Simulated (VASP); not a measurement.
# AlN (Cm) in VASP: further runs

Runs on AlN. Level: r2SCAN. Tasks: single point.

All numbers are computed with VASP 6.6.1; they aren't measurements. Logs are shortened: lines on timing, memory, paths and dates and some standing lists are left out, and cuts for length are marked.

### Step 1. The cell of the first run

Symmetry: Cm, No. 8, monoclinic system. Conventional cell: a = 5.388 Å, b = 3.111 Å, c = 4.978 Å, α = 90.00°, β = 90.00°, γ = 90.00°. Within 2.5 Å of Al (site symmetry m) lie 4 N at 1.89 to 2.01 Å. Within 2.2 Å of Al (site symmetry m) lie 3 N at 1.68 to 1.92 Å. Within 2.2 Å of N (site symmetry m) lie 3 Al at 1.68 to 2.01 Å. N (site symmetry m) has 4 Al at 1.89 to 1.92 Å within 2.5 Å.

### Step 2. Single point, r2SCAN (atom 3 (N) moved by (+0.000, -0.600) A along x and y)

File POSCAR:

```
AlN
1.0
    3.1110021516      0.0000000000      0.0000000000
   -1.5555010758      2.6942068945      0.0000000000
    0.0000000000      0.0000000000      4.9780000000
Al N
2 2
Direct
    0.3333333333      0.6666666667      0.0000000000
    0.6666666667      0.3333333333      0.5000000000
    0.2219833102      0.4439666204      0.3850000000
    0.6666666667      0.3333333333      0.8850000000
```

File INCAR.step1:

```
SYSTEM = AlN
PREC     = Accurate       ! precision mode
ENCUT    = 520            ! plane-wave cutoff, eV
ISMEAR   = 0              ! smearing method
SIGMA    = 0.05           ! smearing width, eV
LREAL    = .False.        ! projectors in reciprocal space
LASPH    = .True.         ! aspherical terms in the spheres
NELM     = 100            ! most SCF steps
NBANDS   = 16             ! bands
GGA      = PE             ! functional
ALGO     = Normal         ! electronic algorithm
EDIFF    = 1E-4           ! SCF threshold, eV
LWAVE    = .True.         ! write WAVECAR
LCHARG   = .False.        ! write CHGCAR
```

File INCAR.step2:

```
SYSTEM = AlN
PREC     = Accurate       ! precision mode
ENCUT    = 520            ! plane-wave cutoff, eV
EDIFF    = 1E-6           ! SCF threshold, eV
ISMEAR   = 0              ! smearing method
SIGMA    = 0.05           ! smearing width, eV
LREAL    = .False.        ! projectors in reciprocal space
LASPH    = .True.         ! aspherical terms in the spheres
NELM     = 100            ! most SCF steps
ALGO     = Normal         ! electronic algorithm
ISIF     = 2              ! what is computed and relaxed
LWAVE    = .False.        ! write WAVECAR
LCHARG   = .False.        ! write CHGCAR
METAGGA  = R2SCAN         ! meta-GGA
LMIXTAU  = .True.       
NBANDS   = 16             ! bands
ISTART   = 1
```

File KPOINTS:

```
Automatic mesh
0
Gamma
  12 12 6
  0 0 0
```

Potentials or basis: VASP PAW PBE potentials, release 64 (Al, N).

Run with:

```sh
$ cat potpaw_PBE.64/Al/POTCAR potpaw_PBE.64/N/POTCAR > POTCAR
$ cp INCAR.step1 INCAR
$ mpirun -np 1 vasp_std > vasp.out
$ cp INCAR.step2 INCAR
$ mpirun -np 1 vasp_std > vasp.out
```

OUTCAR:

```text
SYSTEM = AlN
   PREC = Accurate
   ENCUT = 520
   EDIFF = 1E-6
   ISMEAR = 0
   LREAL = .False.
   LASPH = .True.
   NELM = 100
   ISIF = 2
   METAGGA = R2SCAN
   ISTART = 1

 ion  position               nearest neighbor table
   1  0.333  0.667  0.000-   4 1.89   4 1.89   4 1.89   3 2.01   2 3.07   2 3.07   2 3.07   2 3.07
                             2 3.07   2 3.07
   2  0.667  0.333  0.500-   3 1.68   3 1.68   4 1.92   3 2.46   1 3.07   1 3.07   1 3.07   1 3.07
                             1 3.07   1 3.07
   3  0.222  0.444  0.385-   2 1.68   2 1.68   1 2.01   2 2.46
   4  0.667  0.333  0.885-   1 1.89   1 1.89   1 1.89   2 1.92

  LATTYP: Found a hexagonal cell.
 ALAT       =     3.1110021516
 C/A-ratio  =     1.6001274694

  Lattice vectors:

 A1 = (   3.1110021516,   0.0000000000,   0.0000000000)
 A2 = (  -1.5555010758,   2.6942068945,   0.0000000000)
 A3 = (   0.0000000000,   0.0000000000,   4.9780000000)

Analysis of symmetry for initial positions (statically):
=====================================================================
 Subroutine PRICEL returns:
 Original cell was already a primitive cell.

 Routine SETGRP: Setting up the symmetry group for a
 hexagonal supercell.

 Subroutine GETGRP returns: Found  2 space group operations
 (whereof  2 operations were pure point group operations)
 out of a pool of 24 trial point group operations.

The static configuration has the point symmetry C_1h.

Analysis of symmetry for dynamics (positions and initial velocities):
=====================================================================
 Subroutine PRICEL returns:
 Original cell was already a primitive cell.

 Routine SETGRP: Setting up the symmetry group for a
 hexagonal supercell.

 Subroutine GETGRP returns: Found  2 space group operations
 (whereof  2 operations were pure point group operations)
 out of a pool of 24 trial point group operations.

The dynamic configuration has the point symmetry C_1h.

 Subroutine INISYM returns: Found  2 space group operations
 (whereof  2 operations are pure point group operations),
 and found     1 'primitive' translations

----------------------------------------------------------------------------------------

                                     Primitive cell

  volume of cell :      41.7240

  direct lattice vectors                    reciprocal lattice vectors
     3.111002152  0.000000000  0.000000000     0.321439829  0.185583372  0.000000000
    -1.555501076  2.694206895  0.000000000     0.000000000  0.371166744  0.000000000
     0.000000000  0.000000000  4.978000000     0.000000000  0.000000000  0.200883889

  length of vectors
     3.111002152  3.111002152  4.978000000     0.371166744  0.371166744  0.200883889

  position of ions in fractional coordinates (direct lattice)
     0.333333333  0.666666667  0.000000000
     0.666666667  0.333333333  0.500000000
     0.221983310  0.443966620  0.385000000
     0.666666667  0.333333333  0.885000000

  ion indices of the primitive-cell ions
   primitive index   ion index
                 1           1
                 2           2
                 3           3
                 4           4

----------------------------------------------------------------------------------------

 KPOINTS: Automatic mesh

Automatic generation of k-mesh.
 Grid dimensions read from file:
 generate k-points for:   12   12    6

 Generating k-lattice:

  Cartesian coordinates                     Fractional coordinates (reciprocal lattice)
     0.026786652  0.015465281  0.000000000     0.083333333  0.000000000  0.000000000
     0.000000000  0.030930562  0.000000000     0.000000000  0.083333333  0.000000000
     0.000000000  0.000000000  0.033480648     0.000000000  0.000000000  0.166666667

  Length of vectors
     0.030930562  0.030930562  0.033480648

  Shift w.r.t. Gamma in fractional coordinates (k-lattice)
     0.000000000  0.000000000  0.000000000

 Subroutine IBZKPT returns following result:
 ===========================================

 Found    242 irreducible k-points:

 Following reciprocal coordinates:
            Coordinates               Weight
  0.000000  0.000000  0.000000      1.000000
  0.083333  0.000000  0.000000      4.000000
  0.000000  0.083333  0.000000      2.000000
  0.166667 -0.000000  0.000000      4.000000
  0.000000  0.166667  0.000000      2.000000
  0.250000 -0.000000  0.000000      4.000000
[... 16 lines left out ...]
 -0.083333  0.416667  0.000000      4.000000
 -0.416667  0.333333  0.000000      4.000000
 [... further k-points ...]
   k-points           NKPTS =    242   k-points in BZ     NKDIM =    242   number of bands    NBANDS=     16
   number of dos      NEDOS =    301   number of ions     NIONS =      4
   total plane-waves  NPLWV =  23040
   dimension x,y,z NGX =    24 NGY =   24 NGZ =   40
   dimension x,y,z NGXF=    48 NGYF=   48 NGZF=   80
   ions per type =               2   2
   NGX,Y,Z   is equivalent  to a cutoff of  12.83, 12.83, 13.36 a.u.
   NGXF,Y,Z  is equivalent  to a cutoff of  25.65, 25.65, 26.72 a.u.
 SYSTEM =  AlN
   PREC   = accura    normal or accurate (medium, high low for compatibility)
   ISTART =      1    job   : 0-new  1-cont  2-samecut
   ICHARG =      0    charge: 1-file 2-atom 10-const
   ISPIN  =      1    spin polarized calculation?
   LNONCOLLINEAR =      F non collinear calculations
   LSORBIT =      F    spin-orbit coupling
   LASPH  =      T    aspherical Exc in radial PAW
   ENCUT  =  520.0 eV  38.22 Ry    6.18 a.u.   5.78  5.78  9.26*2*pi/ulx,y,z
   NELM   =    100;   NELMIN=  2; NELMDL=  0     # of ELM steps
   EDIFF  = 0.1E-05   stopping-criterion for ELM
   LREAL  =      F    real-space projection
   EDIFFG = 0.1E-04   stopping-criterion for IOM
   NSW    =      0    number of steps for IOM
   IBRION =     -1    ionic relax: 0-MD 1-quasi-New 2-CG
   NFREE  =      0    steps in history (QN), initial steepest desc. (CG)
   ISIF   =      2    stress and relaxation
   ISYM   =      2    0-nonsym 1-usesym 2-fastsym
   POTIM  = 0.5000    time-step for ionic-motion
   TEBEG  =    0.0;   TEEND  =   0.0 temperature during run
   PSTRESS=    0.0 pullay stress
   NELECT =      16.0000    total number of electrons
   NUPDOWN=      -1.0000    fix difference up-down
   EMIN   =  10.00;   EMAX   =-10.00  energy-range for DOS
   EFERMI =   0.00;   METHOD = LEGACY
   ISMEAR =     0;   SIGMA  =   0.05  broadening in eV -4-tet -1-fermi 0-gaus
   EFERMI_NEDOS =   21; number of points for ismear=-14 and -15
   IALGO  =     38    algorithm
   IMIX   =      4    mixing-type and parameters
     AMIX     =   0.40;   BMIX     =  1.00
     AMIX_MAG =   1.60;   BMIX_MAG =  1.00
  volume/ion in A,a.u.               =      10.43        70.39
  Fermi-wavevector in a.u.,A,eV,Ry     =   1.189377  2.247596 19.247033  1.414617
  Thomas-Fermi vector in A             =   2.325485
   LORBIT       =      0    0 simple, 1 ext, 2 COOP (PROOUT), +10 PAW based schemes
   METAGGA = R2SCAN    functional components
   LHFCALC =     F    Hartree Fock is set to
   AEXX    =    0.0000 exact exchange contribution
   IVDW    =     0    specifies the selected vdW correction
   LEPSILON=     F    determine dielectric tensor
   LRPA    =     F    only Hartree local field effects (RPA)
 non-spin polarized calculation
 Gauss-broadening in eV      SIGMA  =   0.05
  energy-cutoff  :      520.00
  volume of cell :       41.72
 maximum number of plane-waves:      1152
   NGX = 11   NGY = 11   NGZ = 19

 number of electron      16.0000000 magnetization

 Free energy of the ion-electron system (eV)
  ---------------------------------------------------
  ext. energy  EPLUGINS =         0.00000000
  ---------------------------------------------------
  free energy    TOTEN  =       -36.86476436 eV

  energy without entropy =      -36.86476436  energy(sigma->0) =      -36.86476436

 E-fermi :   6.9896     XC(G=0): -11.4021

 val. band max:        6.7235635567   @ k =   0.0000   0.0000   0.0000
 cond. band min:      10.1456949870   @ k =   0.0000   0.0000   0.0000
 fundamental gap:      3.4221314303
 Fermi energy:         6.9895978314

 k-point     1 :       0.0000    0.0000    0.0000
  band No.  band energies     occupation
      1     -10.0850      2.00000
      2      -7.9637      2.00000
      3      -0.1183      2.00000
      4       4.1324      2.00000
      5       5.2077      2.00000
      6       5.5807      2.00000
[... 8 lines left out ...]
     15      20.3478      0.00000
     16      21.0362      0.00000

 k-point     2 :       0.0833    0.0000    0.0000
  band No.  band energies     occupation
      1      -9.9944      2.00000
      2      -7.9150      2.00000
      3      -0.0082      2.00000
      4       3.8745      2.00000
      5       4.9665      2.00000
      6       5.3293      2.00000
[... 8 lines left out ...]
     15      19.9038      0.00000
     16      20.6221      0.00000

 k-point     3 :       0.0000    0.0833    0.0000
  band No.  band energies     occupation
      1     -10.0007      2.00000
      2      -7.9080      2.00000
      3      -0.0183      2.00000
      4       4.0588      2.00000
      5       4.6997      2.00000
      6       5.5239      2.00000
[... 8 lines left out ...]
     15      20.3514      0.00000
     16      20.4060      0.00000

 k-point     4 :       0.1667   -0.0000    0.0000
  band No.  band energies     occupation
      1      -9.7303      2.00000
      2      -7.7834      2.00000
      3       0.3173      2.00000
      4       3.1752      2.00000
      5       4.1219      2.00000
      6       5.0109      2.00000
[... 8 lines left out ...]
     15      19.7659      0.00000
     16      20.8075      0.00000

 k-point     5 :       0.0000    0.1667    0.0000
  band No.  band energies     occupation
      1      -9.7580      2.00000
      2      -7.7515      2.00000
      3       0.2721      2.00000
      4       3.5151      2.00000
      5       3.8662      2.00000
      6       5.0074      2.00000
[... 8 lines left out ...]
     15      19.5349      0.00000
     16      20.5681      0.00000

 k-point     6 :       0.2500   -0.0000    0.0000
  band No.  band energies     occupation
      1      -9.3179      2.00000
      2      -7.6161      2.00000
      3       0.8423      2.00000
      4       2.2597      2.00000
      5       3.0892      2.00000
      6       4.6910      2.00000
[... 8 lines left out ...]
     15      20.0646      0.00000
     16      21.1528      0.00000
[... 267 lines left out ...]
 k-point    21 :      -0.3333    0.2500    0.0000
  band No.  band energies     occupation
      1      -8.9961      2.00000
      2      -7.5482      2.00000
      3       1.2764      2.00000
      4       1.7788      2.00000
      5       2.5926      2.00000
      6       4.2717      2.00000
[... 8 lines left out ...]
     15      19.1767      0.00000
     16      21.1004      0.00000

 k-point    22 :       0.3333    0.0833    0.0000
  band No.  band energies     occupation
      1      -8.5261      2.00000
      2      -7.4313      2.00000
      3       1.1512      2.00000
      4       1.6403      2.00000
      5       1.9939      2.00000
      6       4.0075      2.00000
[... 8 lines left out ...]
     15      20.5879      0.00000
     16      22.1776      0.00000

 k-point    23 :      -0.0833    0.4167    0.0000
  band No.  band energies     occupation
      1      -8.7174      2.00000
      2      -7.1871      2.00000
      3       0.5491      2.00000
      4       1.6066      2.00000
      5       2.7785      2.00000
      6       3.3393      2.00000
[... 8 lines left out ...]
     15      21.3851      0.00000
     16      21.8056      0.00000

 k-point    24 :      -0.4167    0.3333    0.0000
  band No.  band energies     occupation
      1      -8.4653      2.00000
      2      -7.5029      2.00000
      3       1.1300      2.00000
      4       1.7357      2.00000
      5       2.0880      2.00000
      6       3.9537      2.00000
[... 8 lines left out ...]
     15      19.2882      0.00000
     16      22.1935      0.00000

 [... further k-points ...]

------------------------ aborting loop because EDIFF is reached ----------------------------------------

  FORCE on cell =-STRESS in cart. coord.  units (eV):
  Direction    XX          YY          ZZ          XY          YZ          ZX
  --------------------------------------------------------------------------------------
  -------------------------------------------------------------------------------------
  Total       10.1710985     -1.9712937      0.6750744      0.0000000      0.3351720      0.0000000
  in kB      390.5640767    -75.6964935     25.9224507      0.0000000     12.8704044      0.0000000
  external PRESSURE =     113.5966780 kB  Pullay stress =       0.0000000 kB

 VOLUME and BASIS-vectors are now :
 -----------------------------------------------------------------------------
  energy-cutoff  :      520.00
  volume of cell :       41.72
      direct lattice vectors                 reciprocal lattice vectors
     3.111002152  0.000000000  0.000000000     0.321439829  0.185583372  0.000000000
    -1.555501076  2.694206895  0.000000000     0.000000000  0.371166744  0.000000000
     0.000000000  0.000000000  4.978000000     0.000000000  0.000000000  0.200883889

 POSITION                                       TOTAL-FORCE (eV/Angst)
 -----------------------------------------------------------------------------------
     -0.00000      1.79614      0.00000         0.000000     -1.035440      0.630450
      1.55550      0.89807      2.48900        -0.000000     -2.116467      2.846300
      0.00000      1.19614      1.91653        -0.000000      3.306077     -3.170337
      1.55550      0.89807      4.40553        -0.000000     -0.154170     -0.306413
 -----------------------------------------------------------------------------------
    total drift:                               -0.000007      0.000202     -0.002710

  FREE ENERGIE OF THE ION-ELECTRON SYSTEM (eV)
  ---------------------------------------------------
  free  energy   TOTEN  =       -36.8647643589 eV

  energy  without entropy=      -36.8647643589  energy(sigma->0) =      -36.86476436
```

It took 6 min on 1 thread of Intel Xeon 8259CL, shared host; peak memory 0.27 GiB.

What came out:

| Quantity | Value |
| --- | --- |
| Free energy | -36.8648 eV |
| Pressure | 11.4 GPa |
| Largest force | 4.581 eV/Å |
| Band gap on the k mesh | 3.42 eV |

Forces on the atoms (eV/Å):
```
Al   0.000 -1.035  0.630
Al   0.000 -2.116  2.846
N    0.000  3.306 -3.170
N    0.000 -0.154 -0.306
```

Stress tensor (GPa, compression positive):
```
39.06  0.00  0.00
 0.00 -7.57  1.29
 0.00  1.29  2.59
```

Levels at points of the mesh, in eV from the valence-band top:
```tsv
k point	band 4	band 5	band 6	band 7	band 8	band 9	band 10	band 11	band 12	band 13
(0.00, 0.00, 0.00)	-2.59	-1.52	-1.14	-0.87	0.00	3.42	6.48	9.83	10.45	11.99
(0.50, 0.00, 0.00)	-5.59	-3.71	-3.12	-2.54	-1.52	5.59	6.37	7.91	8.67	10.63
(0.00, 0.50, 0.00)	-4.79	-4.16	-3.54	-1.90	-0.97	3.44	6.31	7.65	9.94	10.91
(0.00, 0.00, 0.50)	-3.96	-2.40	-1.50	-1.41	-0.18	5.28	6.18	9.80	10.50	11.50
(0.50, 0.00, 0.50)	-6.56	-2.61	-2.05	-1.89	-1.28	4.25	4.77	8.54	9.29	10.60
(0.00, 0.50, 0.50)	-5.69	-3.23	-2.97	-2.49	-2.35	5.97	6.20	8.17	8.75	12.54
```

Caveat: the cell differs from its parent crystal (atom 3 (N) moved by (+0.000, -0.600) A along x and y); the stress differs along the axes, from -8 to 39 GPa; the PAW data sets were made with another functional, which shifts forces and pressure a little. A k mesh can miss the band edges.

[end of part 1 of 2]
